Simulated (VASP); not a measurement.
# Ru (P6_3/mmc) in VASP: a series of runs

Ru is run at these levels: revPBE; tasks: single point, relaxation of cell and atoms.

All numbers are computed with VASP 6.6.1; they aren't measurements. Logs are shortened: lines on timing, memory, paths and dates and some standing lists are left out, and cuts for length are marked.

**1. The cell of the first run**

The structure is hexagonal, space group P6_3/mmc (No. 194). The conventional cell has a = 2.713 Å, b = 2.713 Å, c = 4.243 Å, α = 90.00°, β = 90.00°, γ = 120.00°. Ru (site symmetry -6m2) has 12 Ru at 2.64 to 2.71 Å within 3.5 Å.

**2. Single point, revPBE**

The input, INCAR:

```
PREC = Accurate
ENCUT = 520
EDIFF = 1E-6
ISMEAR = -1
SIGMA = 0.1
LREAL = False
LASPH = True
NELM = 80
ALGO = Normal
ISIF = 2
LWAVE = False
LCHARG = False
GGA = RE
NBANDS = 21
```

The input, KPOINTS:

```
regular mesh
0
Gamma
  7 7 4
```

The input, POSCAR:

```
Ru
1.0
    2.7125447480      0.0000000000      0.0000000000
   -1.3562723740      2.3491326607      0.0000000000
    0.0000000000      0.0000000000      4.2427642260
Ru
2
Direct
    0.3333333333      0.6666666667      0.2500000000
    0.6666666667      0.3333333333      0.7500000000
```

Potentials or basis: VASP PAW PBE potentials, release 64 (Ru_pv).

Launch:

```
cat potpaw_PBE.64/Ru_pv/POTCAR > POTCAR
mpirun -np 1 vasp_std > vasp.out
```

OUTCAR:

```text
PREC = Accurate
   ENCUT = 520
   EDIFF = 1E-6
   ISMEAR = -1
   LREAL = False
   LASPH = True
   NELM = 80
   ISIF = 2
   GGA = RE

 ion  position               nearest neighbor table
   1  0.333  0.667  0.250-   2 2.64   2 2.64   2 2.64   2 2.64   2 2.64   2 2.64
   2  0.667  0.333  0.750-   1 2.64   1 2.64   1 2.64   1 2.64   1 2.64   1 2.64

  LATTYP: Found a hexagonal cell.
 ALAT       =     2.7125447480
 C/A-ratio  =     1.5641269067

  Lattice vectors:

 A1 = (   2.7125447480,   0.0000000000,   0.0000000000)
 A2 = (  -1.3562723740,   2.3491326607,   0.0000000000)
 A3 = (   0.0000000000,   0.0000000000,   4.2427642260)

Analysis of symmetry for initial positions (statically):
=====================================================================
 Subroutine PRICEL returns:
 Original cell was already a primitive cell.

 Routine SETGRP: Setting up the symmetry group for a
 hexagonal supercell.

 Subroutine GETGRP returns: Found 24 space group operations
 (whereof 12 operations were pure point group operations)
 out of a pool of 24 trial point group operations.

The static configuration has the point symmetry D_3d.
 The point group associated with its full space group is D_6h.

Analysis of symmetry for dynamics (positions and initial velocities):
=====================================================================
 Subroutine PRICEL returns:
 Original cell was already a primitive cell.

 Routine SETGRP: Setting up the symmetry group for a
 hexagonal supercell.

 Subroutine GETGRP returns: Found 24 space group operations
 (whereof 12 operations were pure point group operations)
 out of a pool of 24 trial point group operations.

The dynamic configuration has the point symmetry D_3d.
 The point group associated with its full space group is D_6h.

 Subroutine INISYM returns: Found 24 space group operations
 (whereof 12 operations are pure point group operations),
 and found     1 'primitive' translations

----------------------------------------------------------------------------------------

                                     Primitive cell

  volume of cell :      27.0354

  direct lattice vectors                    reciprocal lattice vectors
     2.712544748  0.000000000  0.000000000     0.368657513  0.212844514  0.000000000
    -1.356272374  2.349132661  0.000000000     0.000000000  0.425689028  0.000000000
     0.000000000  0.000000000  4.242764226     0.000000000  0.000000000  0.235695397

  length of vectors
     2.712544748  2.712544748  4.242764226     0.425689028  0.425689028  0.235695397

  position of ions in fractional coordinates (direct lattice)
     0.333333333  0.666666667  0.250000000
     0.666666667  0.333333333  0.750000000

  ion indices of the primitive-cell ions
   primitive index   ion index
                 1           1
                 2           2

----------------------------------------------------------------------------------------

 KPOINTS: regular mesh

Automatic generation of k-mesh.
 Grid dimensions read from file:
 generate k-points for:    7    7    4

 Generating k-lattice:

  Cartesian coordinates                     Fractional coordinates (reciprocal lattice)
     0.052665359  0.030406359  0.000000000     0.142857143  0.000000000  0.000000000
     0.000000000  0.060812718  0.000000000     0.000000000  0.142857143  0.000000000
     0.000000000  0.000000000  0.058923849     0.000000000  0.000000000  0.250000000

  Length of vectors
     0.060812718  0.060812718  0.058923849

  Shift w.r.t. Gamma in fractional coordinates (k-lattice)
     0.000000000  0.000000000  0.000000000

 Subroutine IBZKPT returns following result:
 ===========================================

 Found     24 irreducible k-points:

 Following reciprocal coordinates:
            Coordinates               Weight
  0.000000  0.000000  0.000000      1.000000
  0.142857  0.000000  0.000000      6.000000
  0.285714  0.000000  0.000000      6.000000
  0.428571  0.000000  0.000000      6.000000
  0.142857  0.142857  0.000000      6.000000
  0.285714  0.142857  0.000000     12.000000
[... 16 lines left out ...]
  0.428571  0.142857  0.500000      6.000000
  0.285714  0.285714  0.500000      6.000000
   k-points           NKPTS =     24   k-points in BZ     NKDIM =     24   number of bands    NBANDS=     21
   number of dos      NEDOS =    301   number of ions     NIONS =      2
   total plane-waves  NPLWV =  12800
   dimension x,y,z NGX =    20 NGY =   20 NGZ =   32
   dimension x,y,z NGXF=    40 NGYF=   40 NGZF=   64
   ions per type =               2
   NGX,Y,Z   is equivalent  to a cutoff of  12.26, 12.26, 12.54 a.u.
   NGXF,Y,Z  is equivalent  to a cutoff of  24.52, 24.52, 25.08 a.u.
 SYSTEM =  unknown system
   PREC   = accura    normal or accurate (medium, high low for compatibility)
   ISTART =      0    job   : 0-new  1-cont  2-samecut
   ICHARG =      2    charge: 1-file 2-atom 10-const
   ISPIN  =      1    spin polarized calculation?
   LNONCOLLINEAR =      F non collinear calculations
   LSORBIT =      F    spin-orbit coupling
   LASPH  =      T    aspherical Exc in radial PAW
   ENCUT  =  520.0 eV  38.22 Ry    6.18 a.u.   5.04  5.04  7.89*2*pi/ulx,y,z
   NELM   =     80;   NELMIN=  2; NELMDL= -5     # of ELM steps
   EDIFF  = 0.1E-05   stopping-criterion for ELM
   LREAL  =      F    real-space projection
   EDIFFG = 0.1E-04   stopping-criterion for IOM
   NSW    =      0    number of steps for IOM
   IBRION =     -1    ionic relax: 0-MD 1-quasi-New 2-CG
   NFREE  =      0    steps in history (QN), initial steepest desc. (CG)
   ISIF   =      2    stress and relaxation
   ISYM   =      2    0-nonsym 1-usesym 2-fastsym
   POTIM  = 0.5000    time-step for ionic-motion
   TEBEG  =    0.0;   TEEND  =   0.0 temperature during run
   PSTRESS=    0.0 pullay stress
   NELECT =      28.0000    total number of electrons
   NUPDOWN=      -1.0000    fix difference up-down
   EMIN   =  10.00;   EMAX   =-10.00  energy-range for DOS
   EFERMI =   0.00;   METHOD = LEGACY
   ISMEAR =    -1;   SIGMA  =   0.10  broadening in eV -4-tet -1-fermi 0-gaus
   EFERMI_NEDOS =   21; number of points for ismear=-14 and -15
   IALGO  =     38    algorithm
   IMIX   =      4    mixing-type and parameters
     AMIX     =   0.40;   BMIX     =  1.00
     AMIX_MAG =   1.60;   BMIX_MAG =  1.00
  volume/ion in A,a.u.               =      13.52        91.22
  Fermi-wavevector in a.u.,A,eV,Ry     =   1.656341  3.130030 37.327109  2.743465
  Thomas-Fermi vector in A             =   2.744282
   LORBIT       =      0    0 simple, 1 ext, 2 COOP (PROOUT), +10 PAW based schemes
   GGA     = RE    functional components
   LHFCALC =     F    Hartree Fock is set to
   AEXX    =    0.0000 exact exchange contribution
   IVDW    =     0    specifies the selected vdW correction
   LEPSILON=     F    determine dielectric tensor
   LRPA    =     F    only Hartree local field effects (RPA)
 non-spin polarized calculation
  energy-cutoff  :      520.00
  volume of cell :       27.04
 maximum number of plane-waves:       736
   NGX = 11   NGY = 11   NGZ = 15

 number of electron      28.0000002 magnetization

 Free energy of the ion-electron system (eV)
  ---------------------------------------------------
  ext. energy  EPLUGINS =         0.00000000
  ---------------------------------------------------
  free energy    TOTEN  =       -17.41296150 eV

  energy without entropy =      -17.33163405  energy(sigma->0) =      -17.37229777

 E-fermi :  13.0194     XC(G=0): -14.0898

 val. band max:       13.0174356922   @ k =   0.1429   0.1429   0.0000
 cond. band min:      13.0418699857   @ k =   0.2857   0.1429   0.0000
 fundamental gap:      0.0244342935
 Fermi energy:        13.0194375851

 k-point     1 :       0.0000    0.0000    0.0000
  band No.  band energies     occupation
      1     -30.7193      2.00000
      2     -29.7245      2.00000
      3     -29.7245      2.00000
      4     -29.5409      2.00000
      5     -29.5409      2.00000
      6     -29.5309      2.00000
[... 13 lines left out ...]
     20      23.4975      0.00000
     21      23.5732      0.00000

 k-point     2 :       0.1429    0.0000    0.0000
  band No.  band energies     occupation
      1     -30.6503      2.00000
      2     -29.8618      2.00000
      3     -29.7713      2.00000
      4     -29.6834      2.00000
      5     -29.5659      2.00000
      6     -29.5593      2.00000
[... 13 lines left out ...]
     20      23.4975      0.00000
     21      23.5232      0.00000

 k-point     3 :       0.2857    0.0000    0.0000
  band No.  band energies     occupation
      1     -30.4702      2.00000
      2     -30.1711      2.00000
      3     -29.9880      2.00000
      4     -29.8699      2.00000
      5     -29.6689      2.00000
      6     -29.6061      2.00000
[... 13 lines left out ...]
     20      23.4975      0.00000
     21      23.5027      0.00000

 k-point     4 :       0.4286    0.0000    0.0000
  band No.  band energies     occupation
      1     -30.4186      2.00000
      2     -30.2685      2.00000
      3     -30.2188      2.00000
      4     -29.9447      2.00000
      5     -29.8083      2.00000
      6     -29.6467      2.00000
[... 13 lines left out ...]
     20      23.4973      0.00000
     21      23.9087      0.00000

 k-point     5 :       0.1429    0.1429    0.0000
  band No.  band energies     occupation
      1     -30.5249      2.00000
      2     -30.0320      2.00000
      3     -29.9826      2.00000
      4     -29.7855      2.00000
      5     -29.6356      2.00000
      6     -29.6278      2.00000
[... 13 lines left out ...]
     20      23.4974      0.00000
     21      23.5066      0.00000
[... 382 lines left out ...]
     20      23.4973      0.00000
     21      28.7371      0.00000

 k-point    22 :       0.2857    0.1429    0.5000
  band No.  band energies     occupation
      1     -30.4445      2.00000
      2     -30.4445      2.00000
      3     -29.9118      2.00000
      4     -29.9118      2.00000
      5     -29.7368      2.00000
      6     -29.7368      2.00000
[... 13 lines left out ...]
     20      23.4973      0.00000
     21      26.2420      0.00000

 k-point    23 :       0.4286    0.1429    0.5000
  band No.  band energies     occupation
      1     -30.5256      2.00000
      2     -30.5256      2.00000
      3     -29.9600      2.00000
      4     -29.9600      2.00000
      5     -29.7363      2.00000
      6     -29.7363      2.00000
[... 13 lines left out ...]
     20      23.4977      0.00000
     21      23.7493      0.00000

 k-point    24 :       0.2857    0.2857    0.5000
  band No.  band energies     occupation
      1     -30.4566      2.00000
      2     -30.4566      2.00000
      3     -30.0861      2.00000
      4     -30.0861      2.00000
      5     -29.7156      2.00000
      6     -29.7156      2.00000
[... 13 lines left out ...]
     20      23.4969      0.00000
     21      24.9900      0.00000

------------------------ aborting loop because EDIFF is reached ----------------------------------------

  FORCE on cell =-STRESS in cart. coord.  units (eV):
  Direction    XX          YY          ZZ          XY          YZ          ZX
  --------------------------------------------------------------------------------------
  -------------------------------------------------------------------------------------
  Total        1.6802226      1.6802226      1.6906535      0.0000000      0.0000000      0.0000000
  in kB       99.5735622     99.5735622    100.1917237      0.0000000      0.0000000      0.0000000
  external PRESSURE =      99.7796160 kB  Pullay stress =       0.0000000 kB

 VOLUME and BASIS-vectors are now :
 -----------------------------------------------------------------------------
  energy-cutoff  :      520.00
  volume of cell :       27.04
      direct lattice vectors                 reciprocal lattice vectors
     2.712544748  0.000000000  0.000000000     0.368657513  0.212844514  0.000000000
    -1.356272374  2.349132661  0.000000000     0.000000000  0.425689028  0.000000000
     0.000000000  0.000000000  4.242764226     0.000000000  0.000000000  0.235695397

 POSITION                                       TOTAL-FORCE (eV/Angst)
 -----------------------------------------------------------------------------------
     -0.00000      1.56609      1.06069        -0.000000     -0.000000      0.000000
      1.35627      0.78304      3.18207         0.000000      0.000000      0.000000
 -----------------------------------------------------------------------------------
    total drift:                               -0.000000      0.000000     -0.000000

  FREE ENERGIE OF THE ION-ELECTRON SYSTEM (eV)
  ---------------------------------------------------
  free  energy   TOTEN  =       -17.4129615024 eV

  energy  without entropy=      -17.3316340470  energy(sigma->0) =      -17.37229777
```

It took 14 s on 1 thread of Intel Xeon 8259CL, shared host; peak memory 0.14 GiB.

Results:

- Free energy: -17.4130 eV
- Pressure: 10.0 GPa
- Band gap on the k mesh: zero (band 14 reaches 14.30 eV, above the bottom of band 15 at 11.49 eV)

Levels at points of the mesh, in eV from the Fermi level:
| k point | band 11 | band 12 | band 13 | band 14 | band 15 | band 16 | band 17 | band 18 |
| --- | --- | --- | --- | --- | --- | --- | --- | --- |
| (0.00, 0.00, 0.00) | -2.37 | -1.92 | -1.92 | -1.53 | -1.53 | 1.14 | 1.14 | 1.39 |
| (0.00, 0.00, 0.50) | -2.84 | -2.84 | -2.71 | -2.71 | 0.52 | 0.52 | 0.52 | 0.52 |

Caveat: the k points lie up to 0.38 Å⁻¹ apart; the PAW data sets were made with another functional, which shifts forces and pressure a little.

(Part 1 of 2 ends here.)
